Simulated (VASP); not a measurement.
# Ga2S (Pnnm) in VASP: single point with PBE

Aim: the single point of Ga2S with PBE.

Program: VASP 6.6.1. These are calculated values, not measurements. Logs are shortened: lines on timing, memory, paths and dates and some standing lists are left out, and cuts for length are marked.

## Step 1: The cell of the first run

It takes space group Pnnm (No. 58, orthorhombic). The conventional cell has a = 4.975 Å, b = 7.476 Å, c = 3.636 Å, α = 90.00°, β = 90.00°, γ = 90.00°. Within 3.4 Å of Ga (site symmetry m) lie 3 S at 2.60 to 2.91 Å and 1 Ga at 2.68 Å. Within 3.4 Å of S (site symmetry 2/m) lie 6 Ga at 2.60 to 2.91 Å.

## Step 2: Single point, PBE

File INCAR:

```
SYSTEM = Ga2S
PREC = Accurate
ENCUT = 520
EDIFF = 1E-6
ISMEAR = 0
SIGMA = 0.1
LREAL = .False.
LASPH = .True.
NELM = 80
ALGO = Normal
ISIF = 2
LWAVE = .False.
LCHARG = .False.
GGA = PE
NBANDS = 41
```

File KPOINTS:

```
Automatic mesh
0
Gamma
  8 6 10
  0 0 0
```

File POSCAR:

```
Ga2S
1.0
    4.9750537770      0.0000000000      0.0000000000
    0.0000000000      7.4763021149      0.0000000000
    0.0000000000      0.0000000000      3.6359074174
Ga S
4 2
Direct
    0.1835832039      0.3691768396      0.0000000000
    0.8164167961      0.6308231604      0.0000000000
    0.6835832039      0.1308231604      0.5000000000
    0.3164167961      0.8691768396      0.5000000000
    0.0000000000      0.0000000000      0.0000000000
    0.5000000000      0.5000000000      0.5000000000
```

Potentials or basis: VASP PAW PBE potentials, release 64 (Ga_d, S).

Command:

```
> cat potpaw_PBE.64/Ga_d/POTCAR potpaw_PBE.64/S/POTCAR > POTCAR
> mpirun -np 1 vasp_std > vasp.out
```

OUTCAR:

```text
SYSTEM = Ga2S
   PREC = Accurate
   ENCUT = 520
   EDIFF = 1E-6
   ISMEAR = 0
   LREAL = .False.
   LASPH = .True.
   NELM = 80
   ISIF = 2
   GGA = PE

 ion  position               nearest neighbor table
   1  0.184  0.369  0.000-   6 2.60   6 2.60   2 2.68
   2  0.816  0.631  0.000-   6 2.60   6 2.60   1 2.68
   3  0.684  0.131  0.500-   5 2.60   5 2.60   4 2.68
   4  0.316  0.869  0.500-   5 2.60   5 2.60   3 2.68
   5  0.000  0.000  0.000-   3 2.60   4 2.60   3 2.60   4 2.60
   6  0.500  0.500  0.500-   1 2.60   2 2.60   1 2.60   2 2.60

  LATTYP: Found a simple orthorhombic cell.
 ALAT       =     3.6359074174
 B/A-ratio  =     1.3683114573
 C/A-ratio  =     2.0562410580

  Lattice vectors:

 A1 = (   0.0000000000,   0.0000000000,   3.6359074174)
 A2 = (   4.9750537770,   0.0000000000,   0.0000000000)
 A3 = (   0.0000000000,   7.4763021149,   0.0000000000)

Analysis of symmetry for initial positions (statically):
=====================================================================
 Subroutine PRICEL returns:
 Original cell was already a primitive cell.

 Routine SETGRP: Setting up the symmetry group for a
 simple orthorhombic supercell.

 Subroutine GETGRP returns: Found  8 space group operations
 (whereof  4 operations were pure point group operations)
 out of a pool of  8 trial point group operations.

The static configuration has the point symmetry C_2h.
 The point group associated with its full space group is D_2h.

Analysis of symmetry for dynamics (positions and initial velocities):
=====================================================================
 Subroutine PRICEL returns:
 Original cell was already a primitive cell.

 Routine SETGRP: Setting up the symmetry group for a
 simple orthorhombic supercell.

 Subroutine GETGRP returns: Found  8 space group operations
 (whereof  4 operations were pure point group operations)
 out of a pool of  8 trial point group operations.

The dynamic configuration has the point symmetry C_2h.
 The point group associated with its full space group is D_2h.

 Subroutine INISYM returns: Found  8 space group operations
 (whereof  4 operations are pure point group operations),
 and found     1 'primitive' translations

----------------------------------------------------------------------------------------

                                     Primitive cell

  volume of cell :     135.2376

  direct lattice vectors                    reciprocal lattice vectors
     4.975053777  0.000000000  0.000000000     0.201002852  0.000000000  0.000000000
     0.000000000  7.476302115  0.000000000     0.000000000  0.133755964  0.000000000
     0.000000000  0.000000000  3.635907417     0.000000000  0.000000000  0.275034506

  length of vectors
     4.975053777  7.476302115  3.635907417     0.201002852  0.133755964  0.275034506

  position of ions in fractional coordinates (direct lattice)
     0.183583204  0.369176840  0.000000000
     0.816416796  0.630823160  0.000000000
     0.683583204  0.130823160  0.500000000
     0.316416796  0.869176840  0.500000000
     0.000000000  0.000000000  0.000000000
     0.500000000  0.500000000  0.500000000

  ion indices of the primitive-cell ions
   primitive index   ion index
                 1           1
                 2           2
                 3           3
                 4           4
                 5           5
                 6           6

----------------------------------------------------------------------------------------

 KPOINTS: Automatic mesh

Automatic generation of k-mesh.
 Grid dimensions read from file:
 generate k-points for:    8    6   10

 Generating k-lattice:

  Cartesian coordinates                     Fractional coordinates (reciprocal lattice)
     0.025125357  0.000000000  0.000000000     0.125000000  0.000000000  0.000000000
     0.000000000  0.022292661  0.000000000     0.000000000  0.166666667  0.000000000
     0.000000000  0.000000000  0.027503451     0.000000000  0.000000000  0.100000000

  Length of vectors
     0.025125357  0.022292661  0.027503451

  Shift w.r.t. Gamma in fractional coordinates (k-lattice)
     0.000000000  0.000000000  0.000000000

 Subroutine IBZKPT returns following result:
 ===========================================

 Found    120 irreducible k-points:

 Following reciprocal coordinates:
            Coordinates               Weight
  0.000000  0.000000  0.000000      1.000000
  0.125000  0.000000  0.000000      2.000000
  0.250000  0.000000  0.000000      2.000000
  0.375000  0.000000  0.000000      2.000000
  0.500000  0.000000  0.000000      1.000000
  0.000000  0.166667  0.000000      2.000000
[... 16 lines left out ...]
  0.250000  0.000000  0.100000      4.000000
  0.375000  0.000000  0.100000      4.000000
 [... further k-points ...]
   k-points           NKPTS =    120   k-points in BZ     NKDIM =    120   number of bands    NBANDS=     41
   number of dos      NEDOS =    301   number of ions     NIONS =      6
   total plane-waves  NPLWV =  62720
   dimension x,y,z NGX =    40 NGY =   56 NGZ =   28
   dimension x,y,z NGXF=    80 NGYF=  112 NGZF=   56
   ions per type =               4   2
   NGX,Y,Z   is equivalent  to a cutoff of  13.37, 12.45, 12.80 a.u.
   NGXF,Y,Z  is equivalent  to a cutoff of  26.73, 24.90, 25.61 a.u.
 SYSTEM =  Ga2S
   PREC   = accura    normal or accurate (medium, high low for compatibility)
   ISTART =      0    job   : 0-new  1-cont  2-samecut
   ICHARG =      2    charge: 1-file 2-atom 10-const
   ISPIN  =      1    spin polarized calculation?
   LNONCOLLINEAR =      F non collinear calculations
   LSORBIT =      F    spin-orbit coupling
   LASPH  =      T    aspherical Exc in radial PAW
   ENCUT  =  520.0 eV  38.22 Ry    6.18 a.u.   9.25 13.90  6.76*2*pi/ulx,y,z
   NELM   =     80;   NELMIN=  2; NELMDL= -5     # of ELM steps
   EDIFF  = 0.1E-05   stopping-criterion for ELM
   LREAL  =      F    real-space projection
   EDIFFG = 0.1E-04   stopping-criterion for IOM
   NSW    =      0    number of steps for IOM
   IBRION =     -1    ionic relax: 0-MD 1-quasi-New 2-CG
   NFREE  =      0    steps in history (QN), initial steepest desc. (CG)
   ISIF   =      2    stress and relaxation
   ISYM   =      2    0-nonsym 1-usesym 2-fastsym
   POTIM  = 0.5000    time-step for ionic-motion
   TEBEG  =    0.0;   TEEND  =   0.0 temperature during run
   PSTRESS=    0.0 pullay stress
   NELECT =      64.0000    total number of electrons
   NUPDOWN=      -1.0000    fix difference up-down
   EMIN   =  10.00;   EMAX   =-10.00  energy-range for DOS
   EFERMI =   0.00;   METHOD = LEGACY
   ISMEAR =     0;   SIGMA  =   0.10  broadening in eV -4-tet -1-fermi 0-gaus
   EFERMI_NEDOS =   21; number of points for ismear=-14 and -15
   IALGO  =     38    algorithm
   IMIX   =      4    mixing-type and parameters
     AMIX     =   0.40;   BMIX     =  1.00
     AMIX_MAG =   1.60;   BMIX_MAG =  1.00
  volume/ion in A,a.u.               =      22.54       152.10
  Fermi-wavevector in a.u.,A,eV,Ry     =   1.275760  2.410837 22.144350  1.627564
  Thomas-Fermi vector in A             =   2.408454
   LORBIT       =      0    0 simple, 1 ext, 2 COOP (PROOUT), +10 PAW based schemes
   GGA     = PE    functional components
   LHFCALC =     F    Hartree Fock is set to
   AEXX    =    0.0000 exact exchange contribution
   IVDW    =     0    specifies the selected vdW correction
   LEPSILON=     F    determine dielectric tensor
   LRPA    =     F    only Hartree local field effects (RPA)
 non-spin polarized calculation
 Gauss-broadening in eV      SIGMA  =   0.10
  energy-cutoff  :      520.00
  volume of cell :      135.24
 maximum number of plane-waves:      3680
 NGX is ok and might be reduce to    40
   NGX = 19   NGY = 27   NGZ = 13

 number of electron      63.9999977 magnetization

 Free energy of the ion-electron system (eV)
  ---------------------------------------------------
  ext. energy  EPLUGINS =         0.00000000
  ---------------------------------------------------
  free energy    TOTEN  =       -20.35802378 eV

  energy without entropy =      -20.35100804  energy(sigma->0) =      -20.35451591

 E-fermi :   4.3149     XC(G=0):  -9.6944

 val. band max:        4.2920531564   @ k =   0.2500   0.0000   0.3000
 cond. band min:       4.3304030060   @ k =   0.2500   0.1667   0.3000
 fundamental gap:      0.0383498496
 Fermi energy:         4.3148922275

 k-point     1 :       0.0000    0.0000    0.0000
  band No.  band energies     occupation
      1     -10.8370      2.00000
      2     -10.8288      2.00000
      3     -10.7033      2.00000
      4     -10.6869      2.00000
      5     -10.6844      2.00000
      6     -10.6677      2.00000
[... 33 lines left out ...]
     40       9.6519      0.00000
     41       9.6857      0.00000

 k-point     2 :       0.1250    0.0000    0.0000
  band No.  band energies     occupation
      1     -10.8304      2.00000
      2     -10.8239      2.00000
      3     -10.7014      2.00000
      4     -10.6856      2.00000
      5     -10.6822      2.00000
      6     -10.6740      2.00000
[... 33 lines left out ...]
     40       9.5752      0.00000
     41       9.6910      0.00000

 k-point     3 :       0.2500    0.0000    0.0000
  band No.  band energies     occupation
      1     -10.8120      2.00000
      2     -10.8100      2.00000
      3     -10.6998      2.00000
      4     -10.6854      2.00000
      5     -10.6815      2.00000
      6     -10.6811      2.00000
[... 33 lines left out ...]
     40       9.5668      0.00000
     41       9.7838      0.00000

 k-point     4 :       0.3750    0.0000    0.0000
  band No.  band energies     occupation
      1     -10.7900      2.00000
      2     -10.7873      2.00000
      3     -10.7110      2.00000
      4     -10.7029      2.00000
      5     -10.6862      2.00000
      6     -10.6841      2.00000
[... 825 lines left out ...]
     40       9.0176      0.00000
     41       9.8317      0.00000

 k-point    23 :       0.2500    0.0000    0.1000
  band No.  band energies     occupation
      1     -10.8113      2.00000
      2     -10.8104      2.00000
      3     -10.7086      2.00000
      4     -10.7030      2.00000
      5     -10.6878      2.00000
      6     -10.6825      2.00000
[... 33 lines left out ...]
     40       9.5585      0.00000
     41       9.8883      0.00000

 k-point    24 :       0.3750    0.0000    0.1000
  band No.  band energies     occupation
      1     -10.7904      2.00000
      2     -10.7871      2.00000
      3     -10.7272      2.00000
      4     -10.7232      2.00000
      5     -10.6837      2.00000
      6     -10.6829      2.00000
[... 33 lines left out ...]
     40       9.4186      0.00000
     41       9.7814      0.00000

 [... further k-points ...]
[... 5 lines left out ...]
  --------------------------------------------------------------------------------------
  -------------------------------------------------------------------------------------
  Total        0.0754613      0.0472256      0.0631095      0.0000000      0.0000000      0.0000000
  in kB        0.8939992      0.5594873      0.7476668      0.0000000      0.0000000      0.0000000
  external PRESSURE =       0.7337178 kB  Pullay stress =       0.0000000 kB

 VOLUME and BASIS-vectors are now :
 -----------------------------------------------------------------------------
  energy-cutoff  :      520.00
  volume of cell :      135.24
      direct lattice vectors                 reciprocal lattice vectors
     4.975053777  0.000000000  0.000000000     0.201002852  0.000000000  0.000000000
     0.000000000  7.476302115  0.000000000     0.000000000  0.133755964  0.000000000
     0.000000000  0.000000000  3.635907417     0.000000000  0.000000000  0.275034506

 POSITION                                       TOTAL-FORCE (eV/Angst)
 -----------------------------------------------------------------------------------
      0.91334      2.76008      0.00000        -0.004880     -0.005055      0.000000
      4.06172      4.71622      0.00000         0.004880      0.005055      0.000000
      3.40086      0.97807      1.81795        -0.004880      0.005055     -0.000000
      1.57419      6.49823      1.81795         0.004880     -0.005055      0.000000
      0.00000      0.00000      0.00000         0.000000      0.000000      0.000000
      2.48753      3.73815      1.81795         0.000000      0.000000      0.000000
 -----------------------------------------------------------------------------------
    total drift:                               -0.000000      0.000000     -0.000000

  FREE ENERGIE OF THE ION-ELECTRON SYSTEM (eV)
  ---------------------------------------------------
  free  energy   TOTEN  =       -20.3580237800 eV

  energy  without entropy=      -20.3510080392  energy(sigma->0) =      -20.35451591
```

Wall time 8.3 min (1 thread of Intel Xeon Platinum 8488C (Sapphire Rapids), shared host); peak memory 0.58 GiB.

Results:

| Quantity | Value |
| --- | --- |
| Free energy | -20.3580 eV |
| Pressure | 0.1 GPa |
| Largest force | 0.007 eV/Å |
| Band gap on the k mesh | zero (bands 32 and 33 overlap by 1.06 eV) |

Forces in eV/Å, atoms in the order of the input:
```
Ga  -0.005 -0.005  0.000
Ga   0.005  0.005  0.000
Ga  -0.005  0.005  0.000
Ga   0.005 -0.005  0.000
S    0.000  0.000  0.000
S    0.000  0.000  0.000
```

Levels at points of the mesh, in eV from the Fermi level:
| k point | band 28 | band 29 | band 30 | band 31 | band 32 | band 33 | band 34 | band 35 | band 36 | band 37 |
| --- | --- | --- | --- | --- | --- | --- | --- | --- | --- | --- |
| (0.00, 0.00, 0.00) | -3.50 | -2.89 | -2.44 | -0.45 | 0.63 | 0.68 | 0.97 | 2.49 | 3.01 | 3.31 |
| (0.50, 0.00, 0.00) | -2.53 | -1.41 | -1.41 | -1.20 | -1.20 | 0.96 | 0.96 | 2.75 | 2.75 | 3.32 |
| (0.00, 0.50, 0.00) | -3.36 | -2.68 | -2.68 | -1.00 | -1.00 | 0.81 | 0.81 | 3.32 | 3.32 | 4.39 |
| (0.50, 0.50, 0.00) | -3.66 | -2.53 | -2.53 | -0.69 | -0.69 | 1.24 | 1.24 | 2.84 | 2.84 | 3.17 |
| (0.00, 0.00, 0.50) | -3.78 | -2.35 | -2.35 | -1.58 | -1.58 | -0.16 | -0.16 | 1.93 | 1.93 | 2.06 |
| (0.50, 0.00, 0.50) | -4.80 | -3.96 | -3.96 | -0.77 | -0.77 | 0.86 | 0.86 | 2.80 | 2.80 | 3.05 |
| (0.00, 0.50, 0.50) | -3.51 | -3.49 | -3.49 | -1.65 | -1.65 | -0.09 | -0.09 | 1.70 | 1.70 | 2.46 |
| (0.50, 0.50, 0.50) | -4.83 | -2.84 | -2.84 | -1.24 | -1.24 | 0.40 | 0.40 | 1.23 | 1.23 | 4.18 |
